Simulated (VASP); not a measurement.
Set up this calculation in VASP 6.6.1, as the native input.

- Task: single point
- Functional: PBE
- Potentials or basis: VASP PAW PBE potentials, release 64 (Mg, O)
- Cutoff: 520 eV
- k mesh: 6 × 6 × 4
- Occupations: gaussian, width 0.1 eV
- Spin: no spin polarisation
- Dipole correction: no
- Further INCAR settings: ALGO = Normal; EDIFF = 1e-06; NBANDS = 20

The structure of Mg7O lies in POSCAR:

```
Mg7O
1.0
    5.8347444894      0.0000000000      0.0000000000
   -2.9173722447      5.0530369524      0.0000000000
    0.0000000000      0.0000000000      5.7512812129
Mg O
7 1
Direct
    0.5000000000      0.0000000000      0.7506004864
    0.0000000000      0.5000000000      0.7506004864
    0.5000000000      0.5000000000      0.7506004864
    0.0000000000      0.5000000000      0.2493995136
    0.5000000000      0.0000000000      0.2493995136
    0.5000000000      0.5000000000      0.2493995136
    0.0000000000      0.0000000000      0.5000000000
    0.0000000000      0.0000000000      0.0000000000
```

The cell was built from a structure type or drawn by symmetry, and may not be a known phase.

These files were run (other wordings do the same):

INCAR

```
PREC = Accurate
ENCUT = 520
EDIFF = 1E-6
ISMEAR = 0
SIGMA = 0.1
LREAL = F
LASPH = T
NELM = 80
ALGO = Normal
ISIF = 2
LWAVE = F
LCHARG = F
GGA = PE
NBANDS = 20
```

KPOINTS

```
Automatic mesh
0
Gamma
  6 6 4
```

Potentials or basis: VASP PAW PBE potentials, release 64 (Mg, O).

Command:

```console
$ cat potpaw_PBE.64/Mg/POTCAR potpaw_PBE.64/O/POTCAR > POTCAR
$ mpirun -np 1 vasp_std > vasp.out
```

Results of the run:

```yaml
Pressure: -0.3 GPa
Largest_force: 0.009 eV/Å
Band_gap_on_the_k_mesh: zero (bands 10 and 11 overlap by 0.71 eV)
```

Caveat: semilocal functionals underestimate gaps, so a narrow gap can read as zero.

Wall time 57 s on 1 thread of Intel(R) Xeon(R) 6975P-C (Granite Rapids) (shared host), peak memory 0.33 GiB.
